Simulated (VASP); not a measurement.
# CaO (Lime): single point with LDA

CaO (Lime):

```
CELL_PARAMETERS angstrom
0.00000 2.39755 2.39755
2.39755 0.00000 2.39755
2.39755 2.39755 0.00000
ATOMIC_POSITIONS crystal
Ca 0.00000 0.00000 0.00000
O 0.50000 0.50000 0.50000
```

| Item | Value |
| --- | --- |
| Program | VASP 6.6.1 |
| Task | single point |
| Functional | LDA |
| Potentials or basis | VASP PAW LDA potentials, release 64 (Ca_sv, O) |
| Cutoff | 520 eV |
| k mesh | 10 × 10 × 10 |
| Occupations | gaussian, width 0.01 eV |
| Spin | no spin polarisation |

| Item | Value |
| --- | --- |
| Pressure | -5.5 GPa |
| Band gap on the k mesh | 3.46 eV, indirect (least direct gap 3.83 eV) |

Levels at points of the mesh, in eV from the valence-band top:
```tsv
k point	band 4	band 5	band 6	band 7	band 8	band 9	band 10	band 11	band 12	band 13
(0.00, 0.00, 0.00)	-18.07	-15.22	0.00	0.00	0.00	4.62	6.13	6.13	6.13	7.70
(0.50, 0.00, 0.00)	-18.13	-13.94	-2.73	-1.25	-1.25	6.99	8.34	8.34	8.37	10.49
(0.50, 0.50, 0.00)	-18.32	-14.97	-1.31	-0.37	-0.37	3.46	8.07	8.92	9.59	9.59
```

It took 23 s on 1 thread of AMD EPYC 9R45 (Zen 5) (shared host), peak memory 0.12 GiB.

A k mesh can miss the band edges.
